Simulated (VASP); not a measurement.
A run of VASP 6.6.1 is set up as follows.

INCAR

```
PREC = Accurate
ENCUT = 520
EDIFF = 1E-6
ISMEAR = -1
SIGMA = 0.01
LREAL = Auto
LASPH = True
NELM = 150
ALGO = Normal
ISIF = 2
LWAVE = False
LCHARG = True
ISPIN = 2
MAGMOM = 0.02 0 0.01 0.2 0 0.01 0 0 0 0 0 0.02 0.01 0 0 0.08 0.01 0.01 0.01 0 0 0 0.01 0 0 0.01 0 0 0.01 0.01 0
LORBIT = 11
NUPDOWN = 1.0
GGA = PE
LELF = True
LVHAR = True
NBANDS = 90
NELECT = 131.0
```

The input KPOINTS:

```
Automatic mesh
0
Gamma
  1 1 1
  0.25 0.25 0.25
```

The input POSCAR:

```
CaB15N15
1.0
   -3.6241103844      3.6241103844     -3.6241103844
    3.6241103844      3.6241103844      3.6241103844
    3.6241103844     -3.6241103844     -3.6241103844
B Ca N
15 1 15
Direct
   -0.0304999421     -0.0069120929     -0.0163245672
    0.0085459925      0.2560651451      0.7610197758
    0.0065976567      0.5067113510      0.5031066529
   -0.0077140737      0.7135615081      0.2428878074
    0.2511777344      0.0074090313      0.7672137783
    0.2525571522      0.5066842962      0.2568862830
    0.2494003206      0.7512213178      0.0026381130
    0.5169401773      0.0074902455      0.5016603522
    0.5105946103      0.2559009740      0.2588807671
    0.4999294664      0.5011229065      0.0068664659
    0.4916624461      0.7472936747      0.7420210333
    0.7332979758     -0.0071669741      0.2199381053
    0.7468832165      0.2509691493     -0.0027817812
    0.7565563268      0.5012578596      0.7504157414
    0.7522191912      0.7511714009      0.4998054861
    0.1771885075      0.1484715426      0.4274147634
   -0.0074793816      0.2521366070      0.0007284505
    0.0104159600      0.5069736868      0.7571398811
   -0.0007452829      0.7521984159      0.5049556368
    0.2436482321     -0.0009833427      0.0140483791
    0.2559305410      0.2567628564      0.8012979128
    0.2491830472      0.5294309009      0.4995820744
    0.2544327485      0.7523181599      0.2497101918
    0.5020503157      0.0057633981      0.7524593170
    0.5511203425      0.2568765584      0.5064184443
    0.5066889441      0.5069112762      0.2607604108
    0.4929408405      0.7473151323     -0.0065157195
    0.7635939333     -0.0010482118      0.4940072477
    0.7505406232      0.2519098360      0.2428922895
    0.7454879312      0.4949141080     -0.0040597618
    0.7430694402      0.7473993488      0.7433285814
```

Potentials or basis: VASP PAW PBE potentials, release 64 (B, Ca_sv, N).

Launch:

```sh
$ cat potpaw_PBE.64/B/POTCAR potpaw_PBE.64/Ca_sv/POTCAR potpaw_PBE.64/N/POTCAR > POTCAR
$ mpirun -np 1 vasp_std > vasp.out
```

(1) Estimate the largest force.

## Answers

(1) 0.070 eV/Å.

Caveat: the k points lie up to 1.23 Å⁻¹ apart; the cell carries a net charge on a neutralising background, which shifts energy and pressure; the total moment is fixed, so each spin has its own Fermi level.
